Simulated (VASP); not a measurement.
Input of a VASP 6.6.1 run:

File POSCAR:

```
Zn2C
1.0
    0.0000000000      2.5779490376      2.5779490376
    2.5779490376      0.0000000000      2.5779490376
    2.5779490376      2.5779490376      0.0000000000
C Zn
1 2
Direct
    0.0000000000      0.0000000000      0.0000000000
    0.2500000000      0.2500000000      0.2500000000
    0.7500000000      0.7500000000      0.7500000000
```

The input INCAR.step1:

```
SYSTEM = Zn2C
  ALGO = Normal
  EDIFF = 1E-5
  ENCUT = 520
  GGA = PE
  ISIF = 2
  ISMEAR = -1
  LASPH = .True.
  LREAL = .False.
  LWAVE = .True.
  NBANDS = 21
  NELM = 80
  PREC = Accurate
  SIGMA = 0.02
```

INCAR.step2

```
SYSTEM = Zn2C
  AEXX = 0.15
  ALGO = Normal
  EDIFF = 1E-7
  ENCUT = 520
  GGA = PE
  HFSCREEN = 0.2078
  ISIF = 2
  ISMEAR = -1
  ISTART = 1
  LASPH = .True.
  LCHARG = .True.
  LELF = .True.
  LHFCALC = .True.
  LREAL = .False.
  LVHAR = .True.
  LWAVE = .False.
  NBANDS = 21
  NELM = 80
  PREC = Accurate
  PRECFOCK = Normal
  SIGMA = 0.02
```

KPOINTS

```
k-points
0
Gamma
  4 4 4
  0 0 0
```

Potentials or basis: VASP PAW PBE potentials, release 64 (C, Zn).

The run is started by

```bash
$ cat potpaw_PBE.64/C/POTCAR potpaw_PBE.64/Zn/POTCAR > POTCAR
$ cp INCAR.step1 INCAR
$ mpirun -np 1 vasp_std > vasp.out
$ cp INCAR.step2 INCAR
$ mpirun -np 1 vasp_std > vasp.out
```

Question: Predict the band gap on the k mesh.

Answer: 0.44 eV, direct.

Question: What does it give for the pressure?

Answer: 2.5 GPa.

Caveat: the k points lie up to 0.53 Å⁻¹ apart; the PAW data sets were made with another functional, which shifts forces and pressure a little.
